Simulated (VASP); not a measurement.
# CaMg (P4mm) in VASP: notebook, part 2 of 2

VASP 6.6.1.

### Step 4. Single point, LDA (atoms displaced along a vibrational mode, the cell strained)

The input, INCAR:

```
SYSTEM = CaMg
  PREC = Accurate
  ENCUT = 520
  EDIFF = 1E-7
  ISMEAR = 0
  SIGMA = 0.15
  LREAL = .False.
  LASPH = .True.
  NELM = 60
  ALGO = Normal
  ISIF = 2
  LWAVE = .False.
  LCHARG = .False.
  NBANDS = 13
```

The input, KPOINTS:

```
Automatic mesh
0
Gamma
  12 12 12
  0 0 0
```

The input, POSCAR:

```
CaMg
1.0
    3.8262479978      0.0000000000      0.0000000000
    0.0000000000      3.8262479978      0.0000000000
    0.0000000000      0.0000000000      3.8262479978
Ca Mg
1 1
Direct
    0.0085505821      0.0000000000      0.0000000000
    0.4859004225      0.5000000000      0.5000000000
```

Potentials or basis: VASP PAW LDA potentials, release 64 (Ca_sv, Mg).

Run with:

```
cat potpaw_LDA.64/Ca_sv/POTCAR potpaw_LDA.64/Mg/POTCAR > POTCAR
mpirun -np 1 vasp_std > vasp.out
```

OUTCAR:

```text
SYSTEM = CaMg
   PREC = Accurate
   ENCUT = 520
   EDIFF = 1E-7
   ISMEAR = 0
   LREAL = .False.
   LASPH = .True.
   NELM = 60
   ISIF = 2

 ion  position               nearest neighbor table
   1  0.009  0.000  0.000-   2 3.26   2 3.26   2 3.26   2 3.26   2 3.36   2 3.36   2 3.36   2 3.36

   2  0.486  0.500  0.500-   1 3.26   1 3.26   1 3.26   1 3.26   1 3.36   1 3.36   1 3.36   1 3.36

  LATTYP: Found a simple cubic cell.
 ALAT       =     3.8262479978

  Lattice vectors:

 A1 = (   3.8262479978,   0.0000000000,   0.0000000000)
 A2 = (   0.0000000000,   3.8262479978,   0.0000000000)
 A3 = (   0.0000000000,   0.0000000000,   3.8262479978)

Analysis of symmetry for initial positions (statically):
=====================================================================
 Subroutine PRICEL returns:
 Original cell was already a primitive cell.

 Routine SETGRP: Setting up the symmetry group for a
 simple cubic supercell.

 Subroutine GETGRP returns: Found  8 space group operations
 (whereof  8 operations were pure point group operations)
 out of a pool of 48 trial point group operations.

The static configuration has the point symmetry C_4v.

Analysis of symmetry for dynamics (positions and initial velocities):
=====================================================================
 Subroutine PRICEL returns:
 Original cell was already a primitive cell.

 Routine SETGRP: Setting up the symmetry group for a
 simple cubic supercell.

 Subroutine GETGRP returns: Found  8 space group operations
 (whereof  8 operations were pure point group operations)
 out of a pool of 48 trial point group operations.

The dynamic configuration has the point symmetry C_4v.

 Subroutine INISYM returns: Found  8 space group operations
 (whereof  8 operations are pure point group operations),
 and found     1 'primitive' translations

----------------------------------------------------------------------------------------

                                     Primitive cell
[... 114 lines left out ...]
  Thomas-Fermi vector in A             =   2.110417
   LORBIT       =      0    0 simple, 1 ext, 2 COOP (PROOUT), +10 PAW based schemes
   GGA     = CA    functional components
   LHFCALC =     F    Hartree Fock is set to
   AEXX    =    0.0000 exact exchange contribution
   IVDW    =     0    specifies the selected vdW correction
   LEPSILON=     F    determine dielectric tensor
   LRPA    =     F    only Hartree local field effects (RPA)
 non-spin polarized calculation
 Gauss-broadening in eV      SIGMA  =   0.15
  energy-cutoff  :      520.00
  volume of cell :       56.02
 maximum number of plane-waves:      1532
   NGX = 15   NGY = 15   NGZ = 15

 number of electron      12.0000001 magnetization

 Free energy of the ion-electron system (eV)
  ---------------------------------------------------
  ext. energy  EPLUGINS =         0.00000000
  ---------------------------------------------------
  free energy    TOTEN  =        -4.27858714 eV

  energy without entropy =       -4.25928982  energy(sigma->0) =       -4.26893848

 E-fermi :   2.4690     XC(G=0):  -8.7469

 val. band max:        2.4488241111   @ k =   0.4167   0.0000   0.5000
 cond. band min:       2.4716639514   @ k =   0.0000   0.3333   0.3333
 fundamental gap:      0.0228398403
 Fermi energy:         2.4689741949

 k-point     1 :       0.0000    0.0000    0.0000
  band No.  band energies     occupation
      1     -38.3057      2.00000
      2     -19.5864      2.00000
      3     -19.5864      2.00000
      4     -19.5864      2.00000
      5      -2.9164      2.00000
      6       3.3831      0.00000
      7       3.3832      0.00000
      8       6.4644      0.00000
      9       6.4644      0.00000
     10       6.4723      0.00000
     11       6.9163      0.00000
     12       6.9184      0.00000
     13       6.9184      0.00000
[... 354 lines left out ...]
  band No.  band energies     occupation
      1     -38.2999      2.00000
      2     -19.6682      2.00000
      3     -19.5863      2.00000
      4     -19.5785      2.00000
      5      -1.6281      2.00000
      6       1.5008      2.00000
      7       3.8864      0.00000
      8       4.8993      0.00000
      9       5.0749      0.00000
     10       6.4830      0.00000
     11       6.8457      0.00000
     12       8.6913      0.00000
     13       9.3432      0.00000

 [... further k-points ...]
[... 5 lines left out ...]
  --------------------------------------------------------------------------------------
  -------------------------------------------------------------------------------------
  Total        0.2242616      0.2574814      0.2574814      0.0000000      0.0000000      0.0000000
  in kB        6.4142530      7.3643944      7.3643944      0.0000000      0.0000000      0.0000000
  external PRESSURE =       7.0476806 kB  Pullay stress =       0.0000000 kB

 VOLUME and BASIS-vectors are now :
 -----------------------------------------------------------------------------
  energy-cutoff  :      520.00
  volume of cell :       56.02
      direct lattice vectors                 reciprocal lattice vectors
     3.826247998  0.000000000  0.000000000     0.261352636  0.000000000  0.000000000
     0.000000000  3.826247998  0.000000000     0.000000000  0.261352636  0.000000000
     0.000000000  0.000000000  3.826247998     0.000000000  0.000000000  0.261352636

 POSITION                                       TOTAL-FORCE (eV/Angst)
 -----------------------------------------------------------------------------------
      0.03272      0.00000      0.00000        -0.234887     -0.000000      0.000000
      1.85918      1.91312      1.91312         0.234887      0.000000     -0.000000
 -----------------------------------------------------------------------------------
    total drift:                               -0.000105      0.000000      0.000000

  FREE ENERGIE OF THE ION-ELECTRON SYSTEM (eV)
  ---------------------------------------------------
  free  energy   TOTEN  =        -4.2785871424 eV

  energy  without entropy=       -4.2592898226  energy(sigma->0) =       -4.26893848
```

OSZICAR:

```text
N       E                     dE             d eps       ncg     rms          rms(c)
DAV:   1     0.689941864466E+02    0.68994E+02   -0.54304E+03  5096   0.804E+02
DAV:   2    -0.241018017154E+01   -0.71404E+02   -0.70193E+02  5731   0.205E+02
DAV:   3    -0.427109361954E+01   -0.18609E+01   -0.18374E+01  7977   0.303E+01
DAV:   4    -0.434799015887E+01   -0.76897E-01   -0.76785E-01  6244   0.514E+00
DAV:   5    -0.434959570306E+01   -0.16055E-02   -0.16054E-02  7474   0.655E-01    0.261E+00
DAV:   6    -0.429330813813E+01    0.56288E-01   -0.61958E-02  5997   0.201E+00    0.166E+00
DAV:   7    -0.428002390854E+01    0.13284E-01   -0.48758E-02  6384   0.179E+00    0.311E-01
DAV:   8    -0.427861409652E+01    0.14098E-02   -0.49037E-03  6182   0.715E-01    0.309E-02
DAV:   9    -0.427859496431E+01    0.19132E-04   -0.37139E-04  7493   0.124E-01    0.298E-02
DAV:  10    -0.427858745770E+01    0.75066E-05   -0.48748E-05  6077   0.706E-02    0.350E-03
DAV:  11    -0.427858721373E+01    0.24397E-06   -0.26283E-06  7004   0.131E-02    0.298E-03
DAV:  12    -0.427858714237E+01    0.71360E-07   -0.16969E-07  6220   0.381E-03
   1 F= -.42785871E+01 E0= -.42689385E+01  d E =-.192973E-01
```

Run time: 35 s. Hardware: 1 thread of Intel Xeon 6975P-C (Granite Rapids), shared host; peak memory 0.27 GiB.

Results:

```yaml
Free_energy: -4.2786 eV
Pressure: 0.7 GPa
Largest_force: 0.235 eV/Å
Band_gap_on_the_k_mesh: zero (bands 6 and 7 overlap by 1.33 eV)
```

Forces in eV/Å, atoms in the order of the input:
```
Ca  -0.235  0.000  0.000
Mg   0.235  0.000  0.000
```

Caveat: the cell differs from its parent crystal (atoms displaced along a vibrational mode, the cell strained).

### Step 5. Overview

```csv
cell,gap on the mesh (eV),pressure (GPa),largest force (eV/Å)
"a = 3.794 Å, 2 atoms, atomic positions A",none,1.6,0.25
"a = 3.826 Å, 2 atoms, atomic positions B",none,0.7,0.12
"a = 3.826 Å, 2 atoms, atomic positions A",none,0.7,0.23
```

Alike in all rows: task single point; level LDA; potentials or basis VASP PAW LDA potentials, release 64 (Ca_sv, Mg); no spin polarisation; k mesh 12 × 12 × 12; cutoff (eV) 520; smearing gaussian 0.15 eV.

Total energies depend on the potentials used, so only differences within one code and one set of settings carry meaning.
